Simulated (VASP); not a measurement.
Here is a VASP 6.6.1 calculation.

Contents of POSCAR:

```
Si
1.0
   -2.2528036893      2.2528036893      1.3624970246
    2.2528036893     -2.2528036893      1.3624970246
    2.2528036893      2.2528036893     -1.3624970246
Si
2
Direct
    0.2500000000      0.7500000000      0.5000000000
    0.5000000000      0.5000000000      0.0000000000
```

INCAR.step1

```
  PREC = Accurate
  ENCUT = 520
  ISMEAR = 0
  SIGMA = 0.15
  LREAL = F
  LASPH = T
  NELM = 80
  NBANDS = 11
  GGA = PE
  ALGO = Normal
  EDIFF = 1E-4
  LWAVE = T
  LCHARG = F
```

The input INCAR.step2:

```
  PREC = Accurate
  ENCUT = 520
  EDIFF = 1E-6
  ISMEAR = 0
  SIGMA = 0.15
  LREAL = F
  LASPH = T
  NELM = 80
  ALGO = Normal
  ISIF = 2
  LWAVE = F
  LCHARG = T
  METAGGA = R2SCAN
  LMIXTAU = T
  LELF = T
  LVHAR = T
  NBANDS = 11
  ISTART = 1
```

Contents of KPOINTS:

```
regular mesh
0
Gamma
  20 20 20
```

Potentials or basis: VASP PAW PBE potentials, release 64 (Si).

Launch:

```sh
$ cat potpaw_PBE.64/Si/POTCAR > POTCAR
$ cp INCAR.step1 INCAR
$ mpirun -np 1 vasp_std > vasp.out
$ cp INCAR.step2 INCAR
$ mpirun -np 1 vasp_std > vasp.out
```

Problem. What does it give for the pressure?

Solution. 16.5 GPa.

Problem. Predict the band gap on the k mesh.

Solution. Zero (bands 4 and 5 overlap by 8.34 eV).

Stress tensor (GPa, compression positive):
```
21.10  0.00  0.00
 0.00 21.10  0.00
 0.00  0.00  7.15
```

Caveat: the cell differs from its parent crystal (strain -0.050 along x and y, +0.025 along z); the cell stands under pressure; the PAW data sets were made with another functional, which shifts forces and pressure a little.
